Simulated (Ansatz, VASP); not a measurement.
**Sb in VASP and in Ansatz**

File POSCAR:

```
Sb
1.0
    3.3263417377      0.0000000000      0.0000000000
   -1.6631708689      2.8806964465      0.0000000000
    0.0000000000      0.0000000000      5.4241907401
Sb
2
Direct
    0.3333333333      0.6666666667      0.2500000000
    0.6666666667      0.3333333333      0.7500000000
```

File INCAR.step1:

```
  PREC = Accurate
  ENCUT = 520
  ISMEAR = -1
  SIGMA = 0.05
  LREAL = F
  LASPH = T
  NELM = 80
  NBANDS = 12
  GGA = PE
  ALGO = Normal
  EDIFF = 1E-4
  LWAVE = T
  LCHARG = F
```

File INCAR.step2:

```
  PREC = Accurate
  ENCUT = 520
  EDIFF = 1E-8
  ISMEAR = -1
  SIGMA = 0.05
  LREAL = F
  LASPH = T
  NELM = 80
  ALGO = Normal
  ISIF = 2
  LWAVE = F
  LCHARG = F
  METAGGA = R2SCAN
  LMIXTAU = T
  LEFG = T
  NBANDS = 12
  ISTART = 1
```

The input KPOINTS:

```
Automatic mesh
0
Gamma
  13 13 7
```

Input for Ansatz:

```yaml
crystal:
  lattice:
    - [3.3263417377, 0.0, 0.0]
    - [-1.6631708689, 2.8806964465, 0.0]
    - [0.0, 0.0, 5.4241907401]
  atoms:
    - { symbol: Sb, position: [0.3333333333, 0.6666666667, 0.25] }
    - { symbol: Sb, position: [0.6666666667, 0.3333333333, 0.75] }
kpoints:
  mp_grid: { grid: [13, 13, 7] }
scf:
  occupations: { method: fermi_dirac, width: 0.05 }
hamiltonian:
  xc: r2scan
  pseudopotentials: { kind: paw }
output:
  forces: true
  stress: true
  eigenvalues: true
  efg: { contact_densities: true }
```

Change from the starting cell: volume scaled by 0.975, PAW files.

Alike in both runs: task electric field gradients; functional r2SCAN; k mesh 13 × 13 × 7; occupations fermi-dirac, width 0.05 eV; no spin polarisation.

|  | VASP | Ansatz |
| --- | --- | --- |
| version | VASP 6.6.1 | Ansatz 0.2.0 |
| potentials or method | VASP PAW PBE potentials, release 64 (Sb) | PAW with Ansatz's default frozen-core files, scalar-relativistic |
| plane-wave cutoff (eV) | 520 | 500 |
| valence electrons in the cell | 10 | 30 |

Ansatz gave:

- pressure (GPa): 2.6
- traceless stress, the component that is largest in VASP (GPa): -1.17
- size of Vzz on the site where it differs most (V/Å²): 26.0

Task: What did VASP give for the same quantities?

Result: Pressure (GPa): 2.5; traceless stress, the component that is largest in VASP (GPa): -1.17; size of Vzz on the site where it differs most (V/Å²): 25.3.

VASP's potentials were made for PBE, not for r2SCAN. The functional is the same, so the differences come from potentials, cutoffs and numerics. VASP's potentials hold 10 valence electrons a cell and Ansatz's 30, so a difference there can come from the potentials and not from the codes.

Neither program's run includes spin-orbit coupling.
